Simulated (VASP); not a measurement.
Write the native input for VASP 6.6.1 that does the following.

```yaml
Task: single point
Functional: LDA
Potentials_or_basis: VASP PAW LDA potentials, release 64 (Zr_sv, N)
Cutoff: 600 eV
k_mesh: 9 × 9 × 9
Occupations: fermi-dirac, width 0.03 eV
Spin: no spin polarisation
Dipole_correction: no
Further_INCAR_settings: ALGO = Normal; EDIFF = 1e-06; NBANDS = 16
```

The structure of ZrN lies in POSCAR:

```
ZrN
1.0
    0.0000000000      2.2688991354      2.2688991354
    2.2688991354      0.0000000000      2.2688991354
    2.2688991354      2.2688991354      0.0000000000
Zr N
1 1
Direct
    0.0000000000      0.0000000000      0.0000000000
    0.5000000000      0.5000000000      0.5000000000
```

This cell differs from its parent crystal: volume scaled by 0.98.

One way to write it, as run:

INCAR

```
ALGO = Normal ; EDIFF = 1E-6
ENCUT = 600 ; GGA = CA
GGA_COMPAT = False ; ISIF = 2
ISMEAR = -1 ; LASPH = True
LCHARG = False ; LREAL = False
LWAVE = False ; NBANDS = 16
NELM = 120 ; PREC = Accurate
SIGMA = 0.03
```

KPOINTS

```
k-points
0
Gamma
  9 9 9
```

Potentials or basis: VASP PAW LDA potentials, release 64 (Zr_sv, N).

Run with:

```sh
$ cat potpaw_LDA.64/Zr_sv/POTCAR potpaw_LDA.64/N/POTCAR > POTCAR
$ mpirun -np 1 vasp_std > vasp.out
```

Results of the run:

```yaml
Pressure: -1.7 GPa
```

Run time: 40 s on 1 thread of Intel Xeon 8259CL, with other jobs on the host, peak memory 0.15 GiB.
